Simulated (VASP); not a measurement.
# Al4N3 (P-43m) in VASP: notebook, part 4 of 4

VASP 6.6.1. Earlier steps stand in the parts before.

## (6) Single point, PBE, collinear spin, ferromagnetic start

Input file INCAR:

```
PREC     = Accurate       # precision mode
ENCUT    = 520            # plane-wave cutoff, eV
EDIFF    = 1E-7           # SCF threshold, eV
ISMEAR   = 0              # smearing method
SIGMA    = 0.1            # smearing width, eV
LREAL    = F              # projectors in reciprocal space
LASPH    = T              # aspherical terms in the spheres
NELM     = 150            # most SCF steps
ALGO     = Normal         # electronic algorithm
ISIF     = 2              # what is computed and relaxed
LWAVE    = F              # write WAVECAR
LCHARG   = F              # write CHGCAR
ISPIN    = 2              # spin polarisation
MAGMOM   = 0 0 0 0 1 1 1  # initial moments
LORBIT   = 11             # projections on sites
GGA      = PE             # functional
NBANDS   = 26             # bands
```

Input file KPOINTS:

```
Automatic mesh
0
Gamma
  4 4 4
```

Input file POSCAR:

```
Al4N3
1.0
    4.3800077176      0.0000000000      0.0000000000
    0.0000000000      4.3800077176      0.0000000000
    0.0000000000      0.0000000000      4.3800077176
Al N
4 3
Direct
    0.7538590999      0.7538590999      0.2461409001
    0.2461409001      0.2461409001      0.2461409001
    0.7538590999      0.2461409001      0.7538590999
    0.2461409001      0.7538590999      0.7538590999
    0.5000000000      0.0000000000      0.5000000000
    0.0000000000      0.5000000000      0.5000000000
    0.5000000000      0.5000000000      0.0000000000
```

Potentials or basis: VASP PAW PBE potentials, release 64 (Al, N).

Started as:

```console
> cat potpaw_PBE.64/Al/POTCAR potpaw_PBE.64/N/POTCAR > POTCAR
> mpirun -np 1 vasp_std > vasp.out
```

OUTCAR:

```text
PREC = Accurate
   ENCUT = 520
   EDIFF = 1E-7
   ISMEAR = 0
   LREAL = F
   LASPH = T
   NELM = 150
   ISIF = 2
   ISPIN = 2
   LORBIT = 11
   GGA = PE

 ion  position               nearest neighbor table
   1  0.754  0.754  0.246-   5 1.91   6 1.91   7 1.91   2 3.05   3 3.05   4 3.05   3 3.10   4 3.10
                             2 3.10   3 3.10   2 3.10   4 3.10   3 3.14   4 3.14   2 3.14
   2  0.246  0.246  0.246-   5 1.91   6 1.91   7 1.91   1 3.05   3 3.05   4 3.05   1 3.10   3 3.10
                             1 3.10   4 3.10   3 3.10   4 3.10   3 3.14   4 3.14   1 3.14
   3  0.754  0.246  0.754-   5 1.91   6 1.91   7 1.91   1 3.05   2 3.05   4 3.05   1 3.10   4 3.10
                             1 3.10   2 3.10   2 3.10   4 3.10   1 3.14   4 3.14   2 3.14
   4  0.246  0.754  0.754-   5 1.91   6 1.91   7 1.91   1 3.05   2 3.05   3 3.05   1 3.10   3 3.10
                             1 3.10   2 3.10   2 3.10   3 3.10   1 3.14   3 3.14   2 3.14
   5  0.500  0.000  0.500-   1 1.91   2 1.91   3 1.91   4 1.91
   6  0.000  0.500  0.500-   1 1.91   2 1.91   3 1.91   4 1.91
   7  0.500  0.500  0.000-   1 1.91   2 1.91   3 1.91   4 1.91

  LATTYP: Found a simple cubic cell.
 ALAT       =     4.3800077176

  Lattice vectors:

 A1 = (   4.3800077176,   0.0000000000,   0.0000000000)
 A2 = (   0.0000000000,   4.3800077176,   0.0000000000)
 A3 = (   0.0000000000,   0.0000000000,   4.3800077176)

Analysis of symmetry for initial positions (statically):
=====================================================================
 Subroutine PRICEL returns:
 Original cell was already a primitive cell.

 Routine SETGRP: Setting up the symmetry group for a
 simple cubic supercell.

 Subroutine GETGRP returns: Found 24 space group operations
 (whereof 24 operations were pure point group operations)
 out of a pool of 48 trial point group operations.

The static configuration has the point symmetry T_d .

Analysis of symmetry for dynamics (positions and initial velocities):
=====================================================================
 Subroutine PRICEL returns:
 Original cell was already a primitive cell.

 Routine SETGRP: Setting up the symmetry group for a
 simple cubic supercell.

 Subroutine GETGRP returns: Found 24 space group operations
 (whereof 24 operations were pure point group operations)
 out of a pool of 48 trial point group operations.

The dynamic configuration has the point symmetry T_d .

Analysis of structural, dynamic, and magnetic symmetry:
=====================================================================
 Subroutine PRICEL returns:
 Original cell was already a primitive cell.

 Routine SETGRP: Setting up the symmetry group for a
 simple cubic supercell.

 Subroutine GETGRP returns: Found 24 space group operations
 (whereof 24 operations were pure point group operations)
 out of a pool of 48 trial point group operations.

The overall configuration has the point symmetry T_d .

 Subroutine INISYM returns: Found 24 space group operations
 (whereof 24 operations are pure point group operations),
 and found     1 'primitive' translations

----------------------------------------------------------------------------------------

                                     Primitive cell

  volume of cell :      84.0281

[... 95 lines left out ...]
   NUPDOWN=      -1.0000    fix difference up-down
   EMIN   =  10.00;   EMAX   =-10.00  energy-range for DOS
   EFERMI =   0.00;   METHOD = LEGACY
   ISMEAR =     0;   SIGMA  =   0.10  broadening in eV -4-tet -1-fermi 0-gaus
   EFERMI_NEDOS =   21; number of points for ismear=-14 and -15
   IALGO  =     38    algorithm
   IMIX   =      4    mixing-type and parameters
     AMIX     =   0.40;   BMIX     =  1.00
     AMIX_MAG =   1.60;   BMIX_MAG =  1.00
  volume/ion in A,a.u.               =      12.00        81.01
  Fermi-wavevector in a.u.,A,eV,Ry     =   1.121298  2.118947 17.106743  1.257310
  Thomas-Fermi vector in A             =   2.257951
   LORBIT       =     11    0 simple, 1 ext, 2 COOP (PROOUT), +10 PAW based schemes
   GGA     = PE    functional components
   LHFCALC =     F    Hartree Fock is set to
   AEXX    =    0.0000 exact exchange contribution
   IVDW    =     0    specifies the selected vdW correction
   LEPSILON=     F    determine dielectric tensor
   LRPA    =     F    only Hartree local field effects (RPA)
 spin polarized calculation
 Gauss-broadening in eV      SIGMA  =   0.10
  energy-cutoff  :      520.00
  volume of cell :       84.03
 maximum number of plane-waves:      2301
 NGX is ok and might be reduce to    36
   NGX = 17   NGY = 17   NGZ = 17

 number of electron      26.9999995 magnetization       0.0015315

 number of electron      26.9999995 magnetization      -0.0001029

 Free energy of the ion-electron system (eV)
  ---------------------------------------------------
  ext. energy  EPLUGINS =         0.00000000
  ---------------------------------------------------
  free energy    TOTEN  =       -46.08587936 eV

  energy without entropy =      -46.08058506  energy(sigma->0) =      -46.08323221

 E-fermi :   8.6348     XC(G=0): -10.5596

 val. band max:        8.5119873888   @ k =   0.0000   0.0000   0.0000
 cond. band min:       8.7409712862   @ k =   0.5000   0.2500   0.2500
 fundamental gap:      0.2289838974
 Fermi energy:         8.6347577753

 spin component 1

 k-point     1 :       0.0000    0.0000    0.0000
  band No.  band energies     occupation
      1      -9.2386      1.00000
      2      -7.0686      1.00000
      3      -7.0686      1.00000
      4       0.8726      1.00000
      5       0.8726      1.00000
      6       0.8726      1.00000
[... 269 lines left out ...]
     24      16.6635      0.00000
     25      16.6636      0.00000
 Fermi energy:         8.6347577753

 spin component 2

 k-point     1 :       0.0000    0.0000    0.0000
  band No.  band energies     occupation
      1      -9.2386      1.00000
      2      -7.0686      1.00000
      3      -7.0686      1.00000
      4       0.8726      1.00000
      5       0.8726      1.00000
      6       0.8726      1.00000
[... 269 lines left out ...]
     24      16.6635      0.00000
     25      16.6636      0.00000
 [bands above 25 left out]

------------------------ aborting loop because EDIFF is reached ----------------------------------------

  FORCE on cell =-STRESS in cart. coord.  units (eV):
  Direction    XX          YY          ZZ          XY          YZ          ZX
  --------------------------------------------------------------------------------------
  -------------------------------------------------------------------------------------
  Total       -0.1414544     -0.1414544     -0.1414544      0.0000000      0.0000000     -0.0000000
  in kB       -2.6971334     -2.6971334     -2.6971334      0.0000000      0.0000000     -0.0000000
  external PRESSURE =      -2.6971334 kB  Pullay stress =       0.0000000 kB

 VOLUME and BASIS-vectors are now :
 -----------------------------------------------------------------------------
  energy-cutoff  :      520.00
  volume of cell :       84.03
      direct lattice vectors                 reciprocal lattice vectors
     4.380007718  0.000000000  0.000000000     0.228310100  0.000000000  0.000000000
     0.000000000  4.380007718  0.000000000     0.000000000  0.228310100  0.000000000
     0.000000000  0.000000000  4.380007718     0.000000000  0.000000000  0.228310100

 POSITION                                       TOTAL-FORCE (eV/Angst)
 -----------------------------------------------------------------------------------
      3.30191      3.30191      1.07810        -0.023911     -0.023911      0.023911
      1.07810      1.07810      1.07810         0.023911      0.023911      0.023911
      3.30191      1.07810      3.30191        -0.023911      0.023911     -0.023911
      1.07810      3.30191      3.30191         0.023911     -0.023911     -0.023911
      2.19000      0.00000      2.19000        -0.000000     -0.000000      0.000000
      0.00000      2.19000      2.19000        -0.000000     -0.000000     -0.000000
      2.19000      2.19000      0.00000        -0.000000      0.000000      0.000000
 -----------------------------------------------------------------------------------
    total drift:                                0.000000      0.000000      0.000000

  FREE ENERGIE OF THE ION-ELECTRON SYSTEM (eV)
  ---------------------------------------------------
  free  energy   TOTEN  =       -46.0858793592 eV

  energy  without entropy=      -46.0805850640  energy(sigma->0) =      -46.08323221

 total charge

# of ion       s       p       d       tot
------------------------------------------
    1        0.375   0.402   0.000   0.777
    2        0.375   0.402   0.000   0.777
    3        0.375   0.402   0.000   0.777
    4        0.375   0.402   0.000   0.777
    5        1.244   2.578   0.000   3.822
    6        1.244   2.578   0.000   3.822
    7        1.244   2.578   0.000   3.822
--------------------------------------------------
tot          5.231   9.342   0.000  14.573

 magnetization (x)

# of ion       s       p       d       tot
------------------------------------------
    1       -0.000  -0.000   0.000  -0.000
    2       -0.000  -0.000   0.000  -0.000
    3       -0.000  -0.000   0.000  -0.000
    4       -0.000  -0.000   0.000  -0.000
    5       -0.000   0.000   0.000   0.000
    6       -0.000   0.000   0.000   0.000
    7       -0.000   0.000   0.000   0.000
--------------------------------------------------
tot         -0.000   0.000   0.000  -0.000
```

Run time: 26 s. Hardware: 1 thread of Intel Xeon 6975P-C (Granite Rapids), shared host; peak memory 0.23 GiB.

Results:

* Free energy: -46.0859 eV
* Pressure: -0.3 GPa
* Largest force: 0.041 eV/Å
* Net moment: 0.00 μB per cell
* Valence electrons inside the program's atomic spheres: Al 0.78; N 3.82

Forces in eV/Å, atoms in the order of the input:
```
Al  -0.024 -0.024  0.024
Al   0.024  0.024  0.024
Al  -0.024  0.024 -0.024
Al   0.024 -0.024 -0.024
N    0.000  0.000  0.000
N    0.000  0.000  0.000
N    0.000  0.000  0.000
```

Levels at points of the mesh, in eV from the Fermi level:
Spin up:
```
           k point  band 10  band 11  band 12  band 13  band 14  band 15  band 16  band 17
(0.00, 0.00, 0.00)    -5.22    -4.09    -4.09    -4.09    -0.12    -0.12     0.50     3.09
(0.50, 0.00, 0.00)    -6.04    -4.35    -4.35    -2.54    -1.94     1.88     1.88     2.58
(0.50, 0.50, 0.00)    -5.75    -3.98    -3.84    -3.02     0.65     0.68     0.68     4.49
(0.50, 0.50, 0.50)    -3.94    -3.94    -3.80    -3.80     2.21     2.21     2.21     4.10
```
Spin down:
| k point | band 11 | band 12 | band 13 | band 14 | band 15 | band 16 |
| --- | --- | --- | --- | --- | --- | --- |
| (0.00, 0.00, 0.00) | -4.09 | -4.09 | -4.09 | -0.12 | -0.12 | 0.50 |
| (0.50, 0.00, 0.00) | -4.35 | -4.35 | -2.54 | -1.94 | 1.88 | 1.88 |
| (0.50, 0.50, 0.00) | -3.98 | -3.84 | -3.02 | 0.65 | 0.68 | 0.68 |
| (0.50, 0.50, 0.50) | -3.94 | -3.80 | -3.80 | 2.21 | 2.21 | 2.21 |

## (7) Summary

```csv
task,spin,cell,k mesh,cutoff (eV),smearing,gap on the mesh (eV),pressure (GPa),largest force (eV/Å)
single point,off,"a = 4.380 Å, 7 atoms",4 × 4 × 4,520,gaussian 0.2 eV,none,-0.2,0.04
relaxation of cell and atoms,off,"relaxed from a = 4.460 Å, 7 atoms",4 × 4 × 4,600,gaussian 0.2 eV,none,-0.2,0.07
single point,off,"a = 4.382 Å, 7 atoms",8 × 8 × 8,520,gaussian 0.1 eV,none,-0.2,-
single point,"collinear, ferromagnetic start","a = 4.380 Å, 7 atoms",4 × 4 × 4,520,gaussian 0.1 eV,none,-0.3,0.04
```

Alike in all rows: level PBE; potentials or basis VASP PAW PBE potentials, release 64 (Al, N).

Every run on the cell as given and a fine mesh finds a metal.

Caveats: the relaxation stopped at a loose force limit of 0.08 eV/Å, so its end isn't a converged minimum (some runs).

Total energies depend on the potentials used, so only differences within one code and one set of settings carry meaning.
